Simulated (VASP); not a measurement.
# TePt (P6_3/mmc) in VASP: notebook, part 2 of 2

VASP 6.6.1. Earlier steps stand in the parts before.

## Step 3: Single point, LDA, collinear spin (21.00 Å³/atom)

This run uses another cell than the first one, of 21.00 Å³/atom.

The input, INCAR:

```
PREC     = Accurate       # precision mode
ENCUT    = 520            # plane-wave cutoff, eV
EDIFF    = 1E-7           # SCF threshold, eV
ISMEAR   = 0              # smearing method
SIGMA    = 0.15           # smearing width, eV
LREAL    = False          # projectors in reciprocal space
LASPH    = True           # aspherical terms in the spheres
NELM     = 150            # most SCF steps
ALGO     = Normal         # electronic algorithm
ISIF     = 2              # what is computed and relaxed
LWAVE    = False          # write WAVECAR
LCHARG   = False          # write CHGCAR
ISPIN    = 2              # spin polarisation
MAGMOM   = 0 0 0.062 0.062 # initial moments
LORBIT   = 11             # projections on sites
NUPDOWN  = 0.125          # fixed moment
LMAXMIX  = 4              # l up to which the mixer works
NBANDS   = 28             # bands
```

The input, KPOINTS:

```
regular mesh
0
Gamma
  12 12 8
```

The input, POSCAR:

```
TePt
1.0
    4.1982985890      0.0000000000      0.0000000000
   -2.0991492945      3.6358332308      0.0000000000
    0.0000000000      0.0000000000      5.5040740097
Te Pt
2 2
Direct
    0.3333333333      0.6666666667      0.2500000000
    0.6666666667      0.3333333333      0.7500000000
    0.0000000000      0.0000000000      0.0000000000
    0.0000000000      0.0000000000      0.5000000000
```

Potentials or basis: VASP PAW LDA potentials, release 64 (Te, Pt).

On the command line:

```
> cat potpaw_LDA.64/Te/POTCAR potpaw_LDA.64/Pt/POTCAR > POTCAR
> mpirun -np 1 vasp_std > vasp.out
```

OUTCAR:

```text
PREC = Accurate
   ENCUT = 520
   EDIFF = 1E-7
   ISMEAR = 0
   LREAL = False
   LASPH = True
   NELM = 150
   ISIF = 2
   ISPIN = 2
   LORBIT = 11
   NUPDOWN = 0.125

 ion  position               nearest neighbor table
   1  0.333  0.667  0.250-   3 2.79   4 2.79   3 2.79   4 2.79   3 2.79   4 2.79   2 3.67   2 3.67
                             2 3.67   2 3.67   2 3.67   2 3.67
   2  0.667  0.333  0.750-   3 2.79   4 2.79   3 2.79   4 2.79   3 2.79   4 2.79   1 3.67   1 3.67
                             1 3.67   1 3.67   1 3.67   1 3.67
   3  0.000  0.000  0.000-   4 2.75   4 2.75   1 2.79   2 2.79   2 2.79   1 2.79   2 2.79   1 2.79

[... 1727 lines left out ...]
    -2.099149295  3.635833231  0.000000000     0.000000000  0.275040118  0.000000000
     0.000000000  0.000000000  5.504074010     0.000000000  0.000000000  0.181683603

 POSITION                                       TOTAL-FORCE (eV/Angst)
 -----------------------------------------------------------------------------------
     -0.00000      2.42389      1.37602        -0.000000      0.000000      0.000000
      2.09915      1.21194      4.12806         0.000000     -0.000000      0.000000
      0.00000      0.00000      0.00000        -0.000000      0.000000      0.000000
      0.00000      0.00000      2.75204        -0.000000      0.000000      0.000000
 -----------------------------------------------------------------------------------
    total drift:                                0.000000     -0.000000      0.000000

  FREE ENERGIE OF THE ION-ELECTRON SYSTEM (eV)
  ---------------------------------------------------
  free  energy   TOTEN  =       -23.5012703620 eV

  energy  without entropy=      -23.4759425268  energy(sigma->0) =      -23.48860644

 total charge

# of ion       s       p       d       tot
------------------------------------------
    1        1.419   1.795   0.108   3.322
    2        1.419   1.795   0.108   3.322
    3        0.635   0.526   8.230   9.391
    4        0.635   0.526   8.230   9.391
--------------------------------------------------
tot          4.109   4.642  16.676  25.427

 magnetization (x)

# of ion       s       p       d       tot
------------------------------------------
    1        0.003   0.014   0.001   0.018
    2        0.003   0.014   0.001   0.018
    3        0.001   0.004   0.027   0.032
    4        0.001   0.004   0.027   0.032
--------------------------------------------------
tot          0.009   0.036   0.056   0.100
```

OSZICAR:

```text
N       E                     dE             d eps       ncg     rms          rms(c)
DAV:   1     0.159555464520E+03    0.15956E+03   -0.13505E+04 10672   0.993E+02
DAV:   2    -0.165123880258E+02   -0.17607E+03   -0.16245E+03 12404   0.210E+02
DAV:   3    -0.238507689551E+02   -0.73384E+01   -0.71627E+01 12848   0.403E+01
DAV:   4    -0.239422824579E+02   -0.91514E-01   -0.91439E-01 12060   0.499E+00
DAV:   5    -0.239442462339E+02   -0.19638E-02   -0.19637E-02 12148   0.718E-01    0.220E+01
DAV:   6    -0.236121209332E+02    0.33213E+00   -0.66155E-01 11788   0.585E+00    0.129E+01
DAV:   7    -0.235305784554E+02    0.81542E-01   -0.16223E-01 11040   0.287E+00    0.254E+00
DAV:   8    -0.235020151937E+02    0.28563E-01   -0.81094E-02 11300   0.221E+00    0.118E+00
DAV:   9    -0.235020519570E+02   -0.36763E-04   -0.38687E-03 11988   0.303E-01    0.712E-01
DAV:  10    -0.235013351646E+02    0.71679E-03   -0.32779E-03 11244   0.332E-01    0.144E-01
DAV:  11    -0.235012701397E+02    0.65025E-04   -0.16351E-04 11836   0.919E-02    0.112E-01
DAV:  12    -0.235012700070E+02    0.13267E-06   -0.10513E-05 12044   0.153E-02    0.565E-02
DAV:  13    -0.235012704051E+02   -0.39808E-06   -0.89369E-07 11660   0.425E-03    0.181E-02
DAV:  14    -0.235012703620E+02    0.43037E-07   -0.20084E-07  9016   0.289E-03
   1 F= -.23501270E+02 E0= -.23488606E+02  d E =-.253278E-01  mag=     0.1250
```

stdout:

```text
POSCAR found type information on POSCAR TePt
 POSCAR found :  2 types and       4 ions
 scaLAPACK will be used
 LDA part: xc-table for (Slater(with rela. corr.)+CA(PZ))
 , standard interpolation
 POSCAR, INCAR and KPOINTS ok, starting setup
 FFT: planning ... GRIDC
 FFT: planning ... GRID_SOFT
 FFT: planning ... GRID
 WAVECAR not read
 entering main loop
```

Run time: 5.4 min. Hardware: 1 thread of AMD EPYC 7R13, shared host; peak memory 0.39 GiB.

Results:

```yaml
Free_energy: -23.5013 eV
Pressure: 0.3 GPa
Net_moment: 0.12 μB per cell
Site_moments: Te +0.02; Pt +0.03 μB
Valence_electrons_inside_the_program's_atomic_spheres: Te 3.32; Pt 9.39
```

Stress tensor (GPa, compression positive):
```
0.22 0.00 0.00
0.00 0.22 0.00
0.00 0.00 0.35
```

Caveat: the total moment is fixed, so each spin has its own Fermi level and the state may be an excited one.

## Step 4: Single point, LDA, collinear spin (19.32 Å³/atom)

The input, INCAR:

```
PREC = Accurate ; ENCUT = 520
EDIFF = 1E-6 ; ISMEAR = 0
SIGMA = 0.15 ; LREAL = F
LASPH = T ; NELM = 150
ALGO = Normal ; ISIF = 2
LWAVE = F ; LCHARG = F
ISPIN = 2 ; MAGMOM = 0 0 0.125 0.125
LORBIT = 11 ; NUPDOWN = 0.25
LMAXMIX = 4 ; NBANDS = 28
```

The input, KPOINTS:

```
Automatic mesh
0
Gamma
  12 12 8
```

The input, POSCAR:

```
TePt
1.0
    4.0832422724      0.0000000000      0.0000000000
   -2.0416211362      3.5361915377      0.0000000000
    0.0000000000      0.0000000000      5.3532323131
Te Pt
2 2
Direct
    0.3333333333      0.6666666667      0.2500000000
    0.6666666667      0.3333333333      0.7500000000
    0.0000000000      0.0000000000      0.0000000000
    0.0000000000      0.0000000000      0.5000000000
```

On the command line:

```
> cat potpaw_LDA.64/Te/POTCAR potpaw_LDA.64/Pt/POTCAR > POTCAR
> mpirun -np 1 vasp_std > vasp.out
```

Run time: 9.5 min. Hardware: 1 thread of Intel Xeon 8259CL, shared host; peak memory 0.39 GiB.

It converged, with:

```yaml
Free_energy: -23.1854 eV
Pressure: 15.5 GPa
Net_moment: 0.25 μB per cell
Site_moments: Te +0.04; Pt +0.06 μB
Valence_electrons_inside_the_program's_atomic_spheres: Te 3.40; Pt 9.60
```

Stress tensor (GPa, compression positive):
```
15.02  0.00  0.00
 0.00 15.02  0.00
 0.00  0.00 16.38
```

Caveat: the cell stands under pressure; the total moment is fixed, so each spin has its own Fermi level and the state may be an excited one.

## Step 5: Overview

| fixed moment (μB) | cell | pressure (GPa) | moment (μB) |
| --- | --- | --- | --- |
| 1.0 | a = 4.083, b = 4.083, c = 5.353 Å, angles 90.0, 90.0, 120.0°, 4 atoms | 15.9 | 1.00 |
| 0.125 | a = 4.198, b = 4.198, c = 5.504 Å, angles 90.0, 90.0, 120.0°, 4 atoms | 0.3 | 0.12 |
| 0.25 | a = 4.083, b = 4.083, c = 5.353 Å, angles 90.0, 90.0, 120.0°, 4 atoms | 15.5 | 0.25 |

Alike in all rows: task single point; level LDA; potentials or basis VASP PAW LDA potentials, release 64 (Te, Pt); spin collinear; k mesh 12 × 12 × 8; cutoff (eV) 520; smearing gaussian 0.15 eV.

Caveats: the total moment is fixed, so each spin has its own Fermi level and the state may be an excited one; the cell stands under pressure (at least some runs).

Total energies depend on the potentials used, so only differences within one code and one set of settings carry meaning.
